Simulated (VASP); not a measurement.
# SnSe2 (P1) in VASP: single point with r2SCAN

Aim: the single point of SnSe2 with r2SCAN.

All numbers are computed with VASP 6.6.1; they aren't measurements. Logs are shortened: lines on timing, memory, paths and dates and some standing lists are left out, and cuts for length are marked.

## Step 1: The cell of the first run

The typed cell holds 12 atoms: a = 7.650 Å, b = 7.650 Å, c = 6.227 Å, α = 90.00°, β = 90.00°, γ = 120.00°.

## Step 2: Single point, r2SCAN

Input file POSCAR:

```
SnSe2
1.0
    7.6503276808     -0.0000000001      0.0000000000
   -3.8251638404      6.6253781189      0.0000000000
    0.0000000000      0.0000000000      6.2270561301
Sn Se
4 8
Direct
   -0.0044262957      0.0004358996      0.0134042472
    0.0230775689      0.5117958461     -0.0012837527
    0.4819395638      0.0075449279     -0.0021811270
    0.5012915285      0.4955540561     -0.0073692928
    0.1660523463      0.3302354916      0.2595091430
    0.3424091998      0.1619427572      0.7217567830
    0.1587064197      0.8403674326      0.2481442222
    0.3184664193      0.6583815930      0.7503971222
    0.6626791403      0.3322525840      0.2683794662
    0.8411919341      0.1525029941      0.7475622353
    0.6645115975      0.8327189635      0.2561120322
    0.8431532333      0.6685529370      0.7442756100
```

Input file INCAR.step1:

```
SYSTEM = SnSe2
PREC     = Accurate       ! precision mode
ENCUT    = 520            ! plane-wave cutoff, eV
ISMEAR   = -1             ! smearing method
SIGMA    = 0.069          ! smearing width, eV
LREAL    = .False.        ! projectors in reciprocal space
LASPH    = .True.         ! aspherical terms in the spheres
NELM     = 100            ! most SCF steps
NBANDS   = 64             ! bands
GGA      = PE             ! functional
ALGO     = Normal         ! electronic algorithm
EDIFF    = 1E-4           ! SCF threshold, eV
LWAVE    = .True.         ! write WAVECAR
LCHARG   = .False.        ! write CHGCAR
```

Input file INCAR.step2:

```
SYSTEM = SnSe2
PREC     = Accurate       ! precision mode
ENCUT    = 520            ! plane-wave cutoff, eV
EDIFF    = 1E-7           ! SCF threshold, eV
ISMEAR   = -1             ! smearing method
SIGMA    = 0.069          ! smearing width, eV
LREAL    = .False.        ! projectors in reciprocal space
LASPH    = .True.         ! aspherical terms in the spheres
NELM     = 100            ! most SCF steps
ALGO     = Normal         ! electronic algorithm
ISIF     = 2              ! what is computed and relaxed
LWAVE    = .False.        ! write WAVECAR
LCHARG   = .False.        ! write CHGCAR
METAGGA  = R2SCAN         ! meta-GGA
LMIXTAU  = .True.       
NBANDS   = 64             ! bands
ISTART   = 1
```

Input file KPOINTS:

```
regular mesh
0
Gamma
  3 3 2
  0 0 0
```

Potentials or basis: VASP PAW PBE potentials, release 64 (Sn_d, Se).

Launch:

```
cat potpaw_PBE.64/Sn_d/POTCAR potpaw_PBE.64/Se/POTCAR > POTCAR
cp INCAR.step1 INCAR
mpirun -np 1 vasp_std > vasp.out
cp INCAR.step2 INCAR
mpirun -np 1 vasp_std > vasp.out
```

OUTCAR:

```text
SYSTEM = SnSe2
   PREC = Accurate
   ENCUT = 520
   EDIFF = 1E-7
   ISMEAR = -1
   LREAL = .False.
   LASPH = .True.
   NELM = 100
   ISIF = 2
   METAGGA = R2SCAN
   ISTART = 1

 ion  position               nearest neighbor table
   1  0.996  0.000  0.013-   7 2.59  10 2.62  11 2.66   5 2.67  12 2.77   6 2.93   3 3.70
   2  0.023  0.512  0.999-   8 2.49   7 2.68   5 2.70  12 2.74  10 2.85   9 2.92   3 3.66   4 3.72

   3  0.482  0.008  0.998-   6 2.60   7 2.65   9 2.74   8 2.78  10 2.86  11 2.86   2 3.66   4 3.66
                             1 3.70
   4  0.501  0.496  0.993-  12 2.74   8 2.74   9 2.75  11 2.77   5 2.77   6 2.78   3 3.66   2 3.72

   5  0.166  0.330  0.260-   1 2.67   2 2.70   4 2.77
   6  0.342  0.162  0.722-   3 2.60   4 2.78   1 2.93
   7  0.159  0.840  0.248-   1 2.59   3 2.65   2 2.68
   8  0.318  0.658  0.750-   2 2.49   4 2.74   3 2.78
   9  0.663  0.332  0.268-   3 2.74   4 2.75   2 2.92
  10  0.841  0.153  0.748-   1 2.62   2 2.85   3 2.86
  11  0.665  0.833  0.256-   1 2.66   4 2.77   3 2.86
  12  0.843  0.669  0.744-   2 2.74   4 2.74   1 2.77

  LATTYP: Found a hexagonal cell.
 ALAT       =     7.6503276808
 C/A-ratio  =     0.8139594002

  Lattice vectors:

 A1 = (   7.6503276808,  -0.0000000001,   0.0000000000)
 A2 = (  -3.8251638404,   6.6253781189,   0.0000000000)
 A3 = (   0.0000000000,   0.0000000000,   6.2270561301)

Analysis of symmetry for initial positions (statically):
=====================================================================
 Subroutine PRICEL returns:
 Original cell was already a primitive cell.

 Routine SETGRP: Setting up the symmetry group for a
 hexagonal supercell.

 Subroutine GETGRP returns: Found  1 space group operations
 (whereof  1 operations were pure point group operations)
 out of a pool of 24 trial point group operations.

The static configuration has the point symmetry C_1 .

Analysis of symmetry for dynamics (positions and initial velocities):
=====================================================================
 Subroutine PRICEL returns:
 Original cell was already a primitive cell.

 Routine SETGRP: Setting up the symmetry group for a
 hexagonal supercell.

 Subroutine GETGRP returns: Found  1 space group operations
 (whereof  1 operations were pure point group operations)
 out of a pool of 24 trial point group operations.

The dynamic configuration has the point symmetry C_1 .

 Subroutine INISYM returns: Found  1 space group operations
 (whereof  1 operations are pure point group operations),
 and found     1 'primitive' translations

----------------------------------------------------------------------------------------

                                     Primitive cell

  volume of cell :     315.6265

  direct lattice vectors                    reciprocal lattice vectors
     7.650327681 -0.000000000  0.000000000     0.130713355  0.075467391  0.000000000
    -3.825163840  6.625378119  0.000000000     0.000000000  0.150934782  0.000000000
     0.000000000  0.000000000  6.227056130     0.000000000  0.000000000  0.160589527

  length of vectors
     7.650327681  7.650327681  6.227056130     0.150934782  0.150934782  0.160589527

  position of ions in fractional coordinates (direct lattice)
     0.995573704  0.000435900  0.013404247
     0.023077569  0.511795846  0.998716247
     0.481939564  0.007544928  0.997818873
     0.501291528  0.495554056  0.992630707
     0.166052346  0.330235492  0.259509143
     0.342409200  0.161942757  0.721756783
     0.158706420  0.840367433  0.248144222
     0.318466419  0.658381593  0.750397122
     0.662679140  0.332252584  0.268379466
     0.841191934  0.152502994  0.747562235
     0.664511598  0.832718963  0.256112032
     0.843153233  0.668552937  0.744275610

  ion indices of the primitive-cell ions
   primitive index   ion index
                 1           1
                 2           2
                 3           3
                 4           4
                 5           5
                 6           6
                 7           7
                 8           8
                 9           9
                10          10
                11          11
                12          12

----------------------------------------------------------------------------------------

 KPOINTS: regular mesh

Automatic generation of k-mesh.
 Grid dimensions read from file:
 generate k-points for:    3    3    2

 Generating k-lattice:

  Cartesian coordinates                     Fractional coordinates (reciprocal lattice)
     0.043571118  0.025155797  0.000000000     0.333333333 -0.000000000  0.000000000
     0.000000000  0.050311594  0.000000000     0.000000000  0.333333333  0.000000000
     0.000000000  0.000000000  0.080294764     0.000000000  0.000000000  0.500000000

  Length of vectors
     0.050311594  0.050311594  0.080294764

  Shift w.r.t. Gamma in fractional coordinates (k-lattice)
     0.000000000  0.000000000  0.000000000

 Subroutine IBZKPT returns following result:
 ===========================================

 Found     10 irreducible k-points:

 Following reciprocal coordinates:
            Coordinates               Weight
  0.000000  0.000000  0.000000      1.000000
  0.333333  0.000000  0.000000      2.000000
  0.000000  0.333333  0.000000      2.000000
 -0.333333  0.333333  0.000000      2.000000
  0.333333  0.333333  0.000000      2.000000
  0.000000  0.000000  0.500000      1.000000
  0.333333  0.000000  0.500000      2.000000
  0.000000  0.333333  0.500000      2.000000
 -0.333333  0.333333  0.500000      2.000000
  0.333333  0.333333  0.500000      2.000000
   k-points           NKPTS =     10   k-points in BZ     NKDIM =     10   number of bands    NBANDS=     64
   number of dos      NEDOS =    301   number of ions     NIONS =     12
   total plane-waves  NPLWV = 172800
   dimension x,y,z NGX =    60 NGY =   60 NGZ =   48
   dimension x,y,z NGXF=   120 NGYF=  120 NGZF=   96
   ions per type =               4   8
   NGX,Y,Z   is equivalent  to a cutoff of  13.04, 13.04, 12.81 a.u.
   NGXF,Y,Z  is equivalent  to a cutoff of  26.08, 26.08, 25.63 a.u.
 SYSTEM =  SnSe2
   PREC   = accura    normal or accurate (medium, high low for compatibility)
   ISTART =      1    job   : 0-new  1-cont  2-samecut
   ICHARG =      0    charge: 1-file 2-atom 10-const
   ISPIN  =      1    spin polarized calculation?
   LNONCOLLINEAR =      F non collinear calculations
   LSORBIT =      F    spin-orbit coupling
   LASPH  =      T    aspherical Exc in radial PAW
   ENCUT  =  520.0 eV  38.22 Ry    6.18 a.u.  14.22 14.22 11.58*2*pi/ulx,y,z
   NELM   =    100;   NELMIN=  2; NELMDL=  0     # of ELM steps
   EDIFF  = 0.1E-06   stopping-criterion for ELM
   LREAL  =      F    real-space projection
   EDIFFG = 0.1E-05   stopping-criterion for IOM
   NSW    =      0    number of steps for IOM
   IBRION =     -1    ionic relax: 0-MD 1-quasi-New 2-CG
   NFREE  =      0    steps in history (QN), initial steepest desc. (CG)
   ISIF   =      2    stress and relaxation
   ISYM   =      2    0-nonsym 1-usesym 2-fastsym
   POTIM  = 0.5000    time-step for ionic-motion
   TEBEG  =    0.0;   TEEND  =   0.0 temperature during run
   PSTRESS=    0.0 pullay stress
   NELECT =     104.0000    total number of electrons
   NUPDOWN=      -1.0000    fix difference up-down
   EMIN   =  10.00;   EMAX   =-10.00  energy-range for DOS
   EFERMI =   0.00;   METHOD = LEGACY
   ISMEAR =    -1;   SIGMA  =   0.07  broadening in eV -4-tet -1-fermi 0-gaus
   EFERMI_NEDOS =   21; number of points for ismear=-14 and -15
   IALGO  =     38    algorithm
   IMIX   =      4    mixing-type and parameters
     AMIX     =   0.40;   BMIX     =  1.00
     AMIX_MAG =   1.60;   BMIX_MAG =  1.00
  volume/ion in A,a.u.               =      26.30       177.50
  Fermi-wavevector in a.u.,A,eV,Ry     =   1.130737  2.136782 17.395936  1.278565
  Thomas-Fermi vector in A             =   2.267434
   LORBIT       =      0    0 simple, 1 ext, 2 COOP (PROOUT), +10 PAW based schemes
   METAGGA = R2SCAN    functional components
   LHFCALC =     F    Hartree Fock is set to
   AEXX    =    0.0000 exact exchange contribution
   IVDW    =     0    specifies the selected vdW correction
   LEPSILON=     F    determine dielectric tensor
   LRPA    =     F    only Hartree local field effects (RPA)
 non-spin polarized calculation
  energy-cutoff  :      520.00
  volume of cell :      315.63
 maximum number of plane-waves:      8537
 NGX is ok and might be reduce to    60
   NGX = 29   NGY = 29   NGZ = 23

 number of electron     104.0000002 magnetization

 Free energy of the ion-electron system (eV)
  ---------------------------------------------------
  ext. energy  EPLUGINS =         0.00000000
  ---------------------------------------------------
  free energy    TOTEN  =      -217.86733267 eV

  energy without entropy =     -217.86513489  energy(sigma->0) =     -217.86623378

 E-fermi :   4.1561     XC(G=0):  -9.9419

 val. band max:        3.7615799962   @ k =   0.3333   0.0000   0.0000
 cond. band min:       4.4465464207   @ k =   0.0000   0.0000   0.5000
 fundamental gap:      0.6849664245
 Fermi energy:         4.1561474021

 k-point     1 :       0.0000    0.0000    0.0000
  band No.  band energies     occupation
      1     -18.3375      2.00000
      2     -18.3164      2.00000
      3     -18.2884      2.00000
      4     -18.2630      2.00000
      5     -18.2511      2.00000
      6     -18.2333      2.00000
[... 56 lines left out ...]
     63       9.1538      0.00000
     64       9.2261      0.00000

 k-point     2 :       0.3333    0.0000    0.0000
  band No.  band energies     occupation
      1     -18.3275      2.00000
      2     -18.3051      2.00000
      3     -18.2780      2.00000
      4     -18.2687      2.00000
      5     -18.2502      2.00000
      6     -18.2371      2.00000
[... 56 lines left out ...]
     63       9.3716      0.00000
     64       9.5182      0.00000

 k-point     3 :       0.0000    0.3333    0.0000
  band No.  band energies     occupation
      1     -18.3268      2.00000
      2     -18.3047      2.00000
      3     -18.2816      2.00000
      4     -18.2695      2.00000
      5     -18.2456      2.00000
      6     -18.2364      2.00000
[... 458 lines left out ...]
     63       9.1610      0.00000
     64       9.3816      0.00000

 k-point    10 :       0.3333    0.3333    0.5000
  band No.  band energies     occupation
      1     -18.3217      2.00000
      2     -18.2948      2.00000
      3     -18.2787      2.00000
      4     -18.2652      2.00000
      5     -18.2497      2.00000
      6     -18.2460      2.00000
[... 56 lines left out ...]
     63       9.5685      0.00000
     64       9.7816      0.00000

------------------------ aborting loop because EDIFF is reached ----------------------------------------

  FORCE on cell =-STRESS in cart. coord.  units (eV):
  Direction    XX          YY          ZZ          XY          YZ          ZX
  --------------------------------------------------------------------------------------
  -------------------------------------------------------------------------------------
  Total        2.8234176      1.8284624     -0.4672409      0.3060395     -1.8823057      0.5329874
  in kB       14.3321787      9.2816058     -2.3717994      1.5535116     -9.5549243      2.7055404
  external PRESSURE =       7.0806617 kB  Pullay stress =       0.0000000 kB

 VOLUME and BASIS-vectors are now :
 -----------------------------------------------------------------------------
  energy-cutoff  :      520.00
  volume of cell :      315.63
      direct lattice vectors                 reciprocal lattice vectors
     7.650327681 -0.000000000  0.000000000     0.130713355  0.075467391  0.000000000
    -3.825163840  6.625378119  0.000000000     0.000000000  0.150934782  0.000000000
     0.000000000  0.000000000  6.227056130     0.000000000  0.000000000  0.160589527

 POSITION                                       TOTAL-FORCE (eV/Angst)
 -----------------------------------------------------------------------------------
      7.61480      0.00289      0.08347        -0.446209     -0.065432     -0.807565
     -1.78115      3.39084      6.21906        -1.628279     -1.374992      0.456366
      3.65814      0.04999      6.21347         1.513408      0.237521      0.156825
      1.93947      3.28323      6.18117         0.385880      0.158707      0.247203
      0.00715      2.18794      1.61598         0.234251      0.322646     -0.181553
      2.00009      1.07293      4.49442        -0.520285      0.324083      0.758178
     -2.00039      5.56775      1.54521         0.485255     -0.250880      0.677460
     -0.08204      4.36203      4.67276         1.007011      0.583817     -0.627846
      3.79879      2.20130      1.67121         0.156269      0.058523     -0.998691
      5.85204      1.01039      4.65511        -0.554667      0.405374      0.307711
      1.89845      5.51708      1.59482        -0.454659     -0.265935     -0.373329
      3.89307      4.42942      4.63465        -0.177975     -0.133433      0.385242
 -----------------------------------------------------------------------------------
    total drift:                                0.000046      0.000204      0.000448

  FREE ENERGIE OF THE ION-ELECTRON SYSTEM (eV)
  ---------------------------------------------------
  free  energy   TOTEN  =      -217.8673326735 eV

  energy  without entropy=     -217.8651348923  energy(sigma->0) =     -217.86623378
```

It took 6.7 min on 1 thread of Intel Xeon 6975P-C (Granite Rapids), shared host; peak memory 0.53 GiB.

Results:

| Property | Result |
| --- | --- |
| Free energy | -217.8673 eV |
| Pressure | 0.7 GPa |
| Largest force | 2.179 eV/Å |
| Band gap on the k mesh | 0.68 eV, indirect (least direct gap 0.81 eV) |

Forces in eV/Å, atoms in the order of the input:
```
Sn  -0.446 -0.065 -0.808
Sn  -1.628 -1.375  0.456
Sn   1.513  0.238  0.157
Sn   0.386  0.159  0.247
Se   0.234  0.323 -0.182
Se  -0.520  0.324  0.758
Se   0.485 -0.251  0.677
Se   1.007  0.584 -0.628
Se   0.156  0.059 -0.999
Se  -0.555  0.405  0.308
Se  -0.455 -0.266 -0.373
Se  -0.178 -0.133  0.385
```

Caveat: the k points lie up to 0.50 Å⁻¹ apart; the PAW data sets were made with another functional, which shifts forces and pressure a little; spin-orbit coupling is left out, which moves the levels of the heavy elements.
